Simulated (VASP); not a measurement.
Wanted: the native input for a VASP 6.6.1 run.

- Task: relaxation of cell and atoms
- Functional: PBEsol
- Potentials or basis: VASP PAW PBE potentials, release 64 (Ti_sv, C)
- Cutoff: 600 eV
- k mesh: 16 × 16 × 16
- Occupations: gaussian, width 0.1 eV
- Spin: no spin polarisation
- Dipole correction: no
- Further INCAR settings: ALGO = Normal; EDIFF = 1e-06; IBRION = 2; EDIFFG = -0.005; NSW = 100; ISIF = 3

The structure of TiC lies in POSCAR:

```
TiC
1.0
    0.0000000000     -2.1640000000     -2.1640000000
    2.1640000000      0.0000000000     -2.1640000000
    2.1640000000     -2.1640000000      0.0000000000
Ti C
1 1
Direct
    0.0000000000      0.0000000000      0.0000000000
    0.5000000000      0.5000000000      0.5000000000
```

One way to write it, as run:

INCAR

```
SYSTEM = TiC
ALGO = Normal ; EDIFF = 1E-6
EDIFFG = -0.005 ; ENCUT = 600
GGA = PS ; IBRION = 2
ISIF = 3 ; ISMEAR = 0
LASPH = .TRUE. ; LCHARG = .FALSE.
LREAL = .FALSE. ; LWAVE = .FALSE.
NELM = 80 ; NSW = 100
PREC = Accurate ; SIGMA = 0.1
```

KPOINTS

```
k-points
0
G
  16 16 16
  0 0 0
```

Potentials or basis: VASP PAW PBE potentials, release 64 (Ti_sv, C).

The run is started by

```bash
$ cat potpaw_PBE.64/Ti_sv/POTCAR potpaw_PBE.64/C/POTCAR > POTCAR
$ mpirun -np 1 vasp_std > vasp.out
```

It gave:

```
Relaxed volume                         : 9.90 Å³/atom
Relaxed cell                           : a = 3.037 Å, b = 3.037 Å, c = 3.037 Å, α = 60.00°, β = 60.00°, γ = 60.00°
Space group after relaxing (to 0.05 Å) : Fm-3m (No. 225)
Energy gained by relaxing              : 4.5 meV/atom
Ionic steps                            : 3
Pressure after relaxing                : 0.0 GPa
Band gap on the k mesh                 : zero (band 8 reaches 10.28 eV, above the bottom of band 9 at 9.19 eV)
```

Caveat: the PAW data sets were made with another functional, which shifts forces and pressure a little.

Wall time 32 s on 1 thread of Intel(R) Xeon(R) 6975P-C (Granite Rapids), with other jobs on the host, peak memory 0.17 GiB.
